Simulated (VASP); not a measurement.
# Rh (Fm-3m) in VASP: further runs

The runs below take Rh through single point, relaxation of cell and atoms, with PBE.

Program: VASP 6.6.1. These are calculated values, not measurements. Logs are shortened: lines on timing, memory, paths and dates and some standing lists are left out, and cuts for length are marked.

**1. The cell of the first run**

Symmetry: Fm-3m, No. 225, cubic system. Conventional cell: a = 3.830 Å, b = 3.830 Å, c = 3.830 Å, α = 90.00°, β = 90.00°, γ = 90.00°. Within 3.6 Å of Rh (site symmetry m-3m) lie 12 Rh at 2.71 Å.

**2. Single point, PBE**

INCAR

```
ALGO = Normal
EDIFF = 1E-6
ENCUT = 500
GGA = PE
GGA_COMPAT = False
ISIF = 2
ISMEAR = 1
LASPH = True
LCHARG = True
LELF = True
LREAL = False
LVHAR = True
LWAVE = False
NBANDS = 14
NELM = 120
PREC = Accurate
SIGMA = 0.1
```

KPOINTS

```
k-points
0
Gamma
  17 17 17
```

POSCAR

```
Rh
1.0
    0.0000000000      1.9148174424      1.9148174424
    1.9148174424      0.0000000000      1.9148174424
    1.9148174424      1.9148174424      0.0000000000
Rh
1
Direct
    0.0000000000      0.0000000000      0.0000000000
```

Potentials or basis: VASP PAW PBE potentials, release 64 (Rh_pv).

On the command line:

```
cat potpaw_PBE.64/Rh_pv/POTCAR > POTCAR
mpirun -np 1 vasp_std > vasp.out
```

OUTCAR:

```text
EDIFF = 1E-6
   ENCUT = 500
   GGA = PE
   ISIF = 2
   ISMEAR = 1
   LASPH = True
   LREAL = False
   NELM = 120
   PREC = Accurate

 ion  position               nearest neighbor table
   1  0.000  0.000  0.000-

  LATTYP: Found a face centered cubic cell.
 ALAT       =     3.8296348848

  Lattice vectors:

 A1 = (   0.0000000000,   1.9148174424,   1.9148174424)
 A2 = (   1.9148174424,   0.0000000000,   1.9148174424)
 A3 = (   1.9148174424,   1.9148174424,   0.0000000000)

Analysis of symmetry for initial positions (statically):
=====================================================================
 Subroutine PRICEL returns:
 Original cell was already a primitive cell.

 Routine SETGRP: Setting up the symmetry group for a
 face centered cubic supercell.

 Subroutine GETGRP returns: Found 48 space group operations
 (whereof 48 operations were pure point group operations)
 out of a pool of 48 trial point group operations.

The static configuration has the point symmetry O_h .

Analysis of symmetry for dynamics (positions and initial velocities):
=====================================================================
 Subroutine PRICEL returns:
 Original cell was already a primitive cell.

 Routine SETGRP: Setting up the symmetry group for a
 face centered cubic supercell.

 Subroutine GETGRP returns: Found 48 space group operations
 (whereof 48 operations were pure point group operations)
 out of a pool of 48 trial point group operations.

The dynamic configuration has the point symmetry O_h .

 Subroutine INISYM returns: Found 48 space group operations
 (whereof 48 operations are pure point group operations),
 and found     1 'primitive' translations

----------------------------------------------------------------------------------------

                                     Primitive cell

  volume of cell :      14.0415

  direct lattice vectors                    reciprocal lattice vectors
     0.000000000  1.914817442  1.914817442    -0.261121499  0.261121499  0.261121499
     1.914817442  0.000000000  1.914817442     0.261121499 -0.261121499  0.261121499
     1.914817442  1.914817442  0.000000000     0.261121499  0.261121499 -0.261121499

  length of vectors
     2.707960797  2.707960797  2.707960797     0.452275702  0.452275702  0.452275702

  position of ions in fractional coordinates (direct lattice)
     0.000000000  0.000000000  0.000000000

  ion indices of the primitive-cell ions
   primitive index   ion index
                 1           1

----------------------------------------------------------------------------------------

 KPOINTS: k-points

Automatic generation of k-mesh.
 Grid dimensions read from file:
 generate k-points for:   17   17   17

 Generating k-lattice:

  Cartesian coordinates                     Fractional coordinates (reciprocal lattice)
    -0.015360088  0.015360088  0.015360088     0.058823529  0.000000000  0.000000000
     0.015360088 -0.015360088  0.015360088     0.000000000  0.058823529  0.000000000
     0.015360088  0.015360088 -0.015360088     0.000000000  0.000000000  0.058823529

  Length of vectors
     0.026604453  0.026604453  0.026604453

  Shift w.r.t. Gamma in fractional coordinates (k-lattice)
     0.000000000  0.000000000  0.000000000

 Subroutine IBZKPT returns following result:
 ===========================================

 Found    165 irreducible k-points:

 Following reciprocal coordinates:
            Coordinates               Weight
  0.000000  0.000000  0.000000      1.000000
  0.058824  0.000000  0.000000      8.000000
  0.117647  0.000000  0.000000      8.000000
  0.176471  0.000000  0.000000      8.000000
  0.235294  0.000000  0.000000      8.000000
  0.294118  0.000000  0.000000      8.000000
[... 16 lines left out ...]
 -0.176471  0.058824  0.000000     24.000000
 -0.117647  0.058824  0.000000     24.000000
 [... further k-points ...]
   k-points           NKPTS =    165   k-points in BZ     NKDIM =    165   number of bands    NBANDS=     14
   number of dos      NEDOS =    301   number of ions     NIONS =      1
   total plane-waves  NPLWV =   8000
   dimension x,y,z NGX =    20 NGY =   20 NGZ =   20
   dimension x,y,z NGXF=    40 NGYF=   40 NGZF=   40
   ions per type =               1
   NGX,Y,Z   is equivalent  to a cutoff of  12.28, 12.28, 12.28 a.u.
   NGXF,Y,Z  is equivalent  to a cutoff of  24.56, 24.56, 24.56 a.u.
 SYSTEM =  unknown system
   PREC   = accura    normal or accurate (medium, high low for compatibility)
   ISTART =      0    job   : 0-new  1-cont  2-samecut
   ICHARG =      2    charge: 1-file 2-atom 10-const
   ISPIN  =      1    spin polarized calculation?
   LNONCOLLINEAR =      F non collinear calculations
   LSORBIT =      F    spin-orbit coupling
   LASPH  =      T    aspherical Exc in radial PAW
   ENCUT  =  500.0 eV  36.75 Ry    6.06 a.u.   4.94  4.94  4.94*2*pi/ulx,y,z
   NELM   =    120;   NELMIN=  2; NELMDL= -5     # of ELM steps
   EDIFF  = 0.1E-05   stopping-criterion for ELM
   LREAL  =      F    real-space projection
   EDIFFG = 0.1E-04   stopping-criterion for IOM
   NSW    =      0    number of steps for IOM
   IBRION =     -1    ionic relax: 0-MD 1-quasi-New 2-CG
   NFREE  =      0    steps in history (QN), initial steepest desc. (CG)
   ISIF   =      2    stress and relaxation
   ISYM   =      2    0-nonsym 1-usesym 2-fastsym
   POTIM  = 0.5000    time-step for ionic-motion
   TEBEG  =    0.0;   TEEND  =   0.0 temperature during run
   PSTRESS=    0.0 pullay stress
   NELECT =      15.0000    total number of electrons
   NUPDOWN=      -1.0000    fix difference up-down
   EMIN   =  10.00;   EMAX   =-10.00  energy-range for DOS
   EFERMI =   0.00;   METHOD = LEGACY
   ISMEAR =     1;   SIGMA  =   0.10  broadening in eV -4-tet -1-fermi 0-gaus
   EFERMI_NEDOS =   21; number of points for ismear=-14 and -15
   IALGO  =     38    algorithm
   IMIX   =      4    mixing-type and parameters
     AMIX     =   0.40;   BMIX     =  1.00
     AMIX_MAG =   1.60;   BMIX_MAG =  1.00
  volume/ion in A,a.u.               =      14.04        94.76
  Fermi-wavevector in a.u.,A,eV,Ry     =   1.673534  3.162521 38.106056  2.800716
  Thomas-Fermi vector in A             =   2.758488
   LORBIT       =      0    0 simple, 1 ext, 2 COOP (PROOUT), +10 PAW based schemes
   GGA     = PE    functional components
   LHFCALC =     F    Hartree Fock is set to
   AEXX    =    0.0000 exact exchange contribution
   IVDW    =     0    specifies the selected vdW correction
   LEPSILON=     F    determine dielectric tensor
   LRPA    =     F    only Hartree local field effects (RPA)
 non-spin polarized calculation
 Methfessel and Paxton  Order N= 1 SIGMA  =   0.10
  energy-cutoff  :      500.00
  volume of cell :       14.04
 maximum number of plane-waves:       367
   NGX =  9   NGY =  9   NGZ =  9

 number of electron      15.0000003 magnetization

 Free energy of the ion-electron system (eV)
  ---------------------------------------------------
  ext. energy  EPLUGINS =         0.00000000
  ---------------------------------------------------
  free energy    TOTEN  =        -7.26114573 eV

  energy without entropy =       -7.26197116  energy(sigma->0) =       -7.26142087

 E-fermi :  11.5317     XC(G=0): -13.8956

 val. band max:       11.5059589049   @ k =   0.4118   0.2353   0.0588
 cond. band min:      11.5357678579   @ k =   0.4118   0.2941   0.0588
 fundamental gap:      0.0298089530
 Fermi energy:        11.5317059342

 k-point     1 :       0.0000    0.0000    0.0000
  band No.  band energies     occupation
      1     -34.8190      2.00000
      2     -34.8190      2.00000
      3     -34.8190      2.00000
      4       3.7170      2.00000
      5       8.5444      2.00000
      6       8.5444      2.00000
      7       8.5444      2.00000
      8      10.5620      2.00000
      9      10.5620      2.00000
     10      27.5295      0.00000
     11      32.1222      0.00000
     12      32.8716      0.00000
     13      32.8716      0.00000
     14      32.8716      0.00000

 k-point     2 :       0.0588    0.0000    0.0000
  band No.  band energies     occupation
      1     -34.8427      2.00000
      2     -34.8222      2.00000
      3     -34.8222      2.00000
      4       3.8539      2.00000
      5       8.4847      2.00000
      6       8.5974      2.00000
      7       8.5974      2.00000
      8      10.5327      2.00000
      9      10.5327      2.00000
     10      27.7237      0.00000
     11      32.0798      0.00000
     12      32.1399      0.00000
     13      33.0679      0.00000
     14      33.0679      0.00000

 k-point     3 :       0.1176    0.0000    0.0000
  band No.  band energies     occupation
      1     -34.9104      2.00000
      2     -34.8314      2.00000
      3     -34.8314      2.00000
      4       4.2447      2.00000
      5       8.3389      2.00000
      6       8.7331      2.00000
      7       8.7331      2.00000
      8      10.4731      2.00000
      9      10.4731      2.00000
     10      28.2290      0.00000
     11      30.5308      0.00000
     12      32.1237      0.00000
     13      33.6345      0.00000
     14      33.6345      0.00000
[... 324 lines left out ...]
 k-point    23 :      -0.1765    0.0588    0.0000
  band No.  band energies     occupation
      1     -35.0568      2.00000
      2     -34.8733      2.00000
      3     -34.8441      2.00000
      4       5.1295      2.00000
      5       8.0931      2.00000
      6       8.9473      2.00000
      7       8.9725      2.00000
      8      10.2240      2.00000
      9      10.8087      2.00000
     10      28.1696      0.00000
     11      29.1372      0.00000
     12      32.1223      0.00000
     13      33.6868      0.00000
     14      35.6361      0.00000

 k-point    24 :      -0.1176    0.0588    0.0000
  band No.  band energies     occupation
      1     -34.9512      2.00000
      2     -34.8541      2.00000
      3     -34.8311      2.00000
      4       4.5344      2.00000
      5       8.1992      2.00000
      6       8.8280      2.00000
      7       8.8640      2.00000
      8      10.2597      2.00000
      9      10.6379      2.00000
     10      28.5657      0.00000
     11      29.9260      0.00000
     12      32.1231      0.00000
     13      33.1315      0.00000
     14      34.4949      0.00000

 [... further k-points ...]

------------------------ aborting loop because EDIFF is reached ----------------------------------------

  FORCE on cell =-STRESS in cart. coord.  units (eV):
  Direction    XX          YY          ZZ          XY          YZ          ZX
  --------------------------------------------------------------------------------------
  -------------------------------------------------------------------------------------
  Total        0.0040633      0.0040633      0.0040633      0.0000000      0.0000000      0.0000000
  in kB        0.4636408      0.4636408      0.4636408      0.0000000      0.0000000      0.0000000
  external PRESSURE =       0.4636408 kB  Pullay stress =       0.0000000 kB

 VOLUME and BASIS-vectors are now :
 -----------------------------------------------------------------------------
  energy-cutoff  :      500.00
  volume of cell :       14.04
      direct lattice vectors                 reciprocal lattice vectors
     0.000000000  1.914817442  1.914817442    -0.261121499  0.261121499  0.261121499
     1.914817442  0.000000000  1.914817442     0.261121499 -0.261121499  0.261121499
     1.914817442  1.914817442  0.000000000     0.261121499  0.261121499 -0.261121499

 POSITION                                       TOTAL-FORCE (eV/Angst)
 -----------------------------------------------------------------------------------
      0.00000      0.00000      0.00000         0.000000      0.000000      0.000000
 -----------------------------------------------------------------------------------
    total drift:                               -0.000000     -0.000000     -0.000000

  FREE ENERGIE OF THE ION-ELECTRON SYSTEM (eV)
  ---------------------------------------------------
  free  energy   TOTEN  =        -7.2611457254 eV

  energy  without entropy=       -7.2619711611  energy(sigma->0) =       -7.26142087
```

Run time: 34 s. Hardware: 1 thread of AMD EPYC 7R43 (Zen 3), shared host; peak memory 0.11 GiB.

What came out:

- Free energy: -7.2611 eV
- Pressure: 0.0 GPa
- Band gap on the k mesh: zero (an odd number of electrons rules out a gap without spin polarisation)

Levels at points of the mesh, in eV from the Fermi level:
| k point | band 4 | band 5 | band 6 | band 7 | band 8 | band 9 | band 10 | band 11 |
| --- | --- | --- | --- | --- | --- | --- | --- | --- |
| (0.00, 0.00, 0.00) | -7.81 | -2.99 | -2.99 | -2.99 | -0.97 | -0.97 | 16.00 | 20.59 |

**3. Relaxation of cell and atoms, PBE**

This run uses another cell than the first one, of 13.78 Å³/atom.

INCAR

```
SYSTEM = Rh
ALGO     = Normal         ! electronic algorithm
EDIFF    = 1E-7           ! SCF threshold, eV
EDIFFG   = -0.005         ! ionic threshold
ENCUT    = 500            ! plane-wave cutoff, eV
GGA      = PE             ! functional
GGA_COMPAT= .False.      
IBRION   = 2              ! ionic algorithm
ISIF     = 3              ! what is computed and relaxed
ISMEAR   = 1              ! smearing method
LASPH    = .True.         ! aspherical terms in the spheres
LCHARG   = .False.        ! write CHGCAR
LREAL    = .False.        ! projectors in reciprocal space
LWAVE    = .False.        ! write WAVECAR
NELM     = 120            ! most SCF steps
NELMIN   = 4            
NSW      = 80             ! ionic steps
PREC     = Accurate       ! precision mode
SIGMA    = 0.1            ! smearing width, eV
```

KPOINTS

```
k-points
0
Gamma
  17 17 17
  0 0 0
```

POSCAR

```
Rh
1.0
    0.0000000000      1.9029861000      1.9029861000
    1.9029861000      0.0000000000      1.9029861000
    1.9029861000      1.9029861000      0.0000000000
Rh
1
Direct
    0.0000000000      0.0000000000      0.0000000000
```

Potentials or basis: VASP PAW PBE potentials, release 64 (Rh_pv).

On the command line:

```
cat potpaw_PBE.64/Rh_pv/POTCAR > POTCAR
mpirun -np 1 vasp_std > vasp.out
```

Run time: 67 s. Hardware: 1 thread of AMD EPYC 7R43 (Zen 3), shared host; peak memory 0.11 GiB.

The run converged. Its results:

```yaml
Free_energy: -7.2611 eV
Relaxed_volume: 14.05 Å³/atom
Relaxed_cell: a = 2.708 Å, b = 2.708 Å, c = 2.708 Å, α = 60.00°, β = 60.00°, γ = 60.00°
Space_group_after_relaxing_to_0.1_Å: Fm-3m (No. 225)
Energy_gained_by_relaxing: 4.1 meV/atom
Ionic_steps: 3
Pressure_after_relaxing: 0.0 GPa
Band_gap_on_the_k_mesh: zero (an odd number of electrons rules out a gap without spin polarisation)
```

Step by step:
| step | energy change (eV) | largest force (eV/Å) | pressure (GPa) | volume (Å³) |
| --- | --- | --- | --- | --- |
| 1 | 0.0000 | 0.0000 | 5.08 | 13.78 |
| 2 | 0.0166 | 0.0000 | -10.05 | 14.67 |
| 3 | -0.0041 | 0.0000 | -0.02 | 14.05 |

Final structure:
```
Rh
1.0
     0.00000    1.91514    1.91514
     1.91514    0.00000    1.91514
     1.91514    1.91514    0.00000
Rh
1
Direct
  0.00000 0.00000 0.00000
```

Levels at points of the mesh, in eV from the Fermi level:
```tsv
k point	band 3	band 4	band 5	band 6	band 7	band 8	band 9	band 10	band 11
(0.00, 0.00, 0.00)	-46.35	-7.81	-2.98	-2.98	-2.98	-0.97	-0.97	16.00	20.59
```

[end of part 1 of 2]
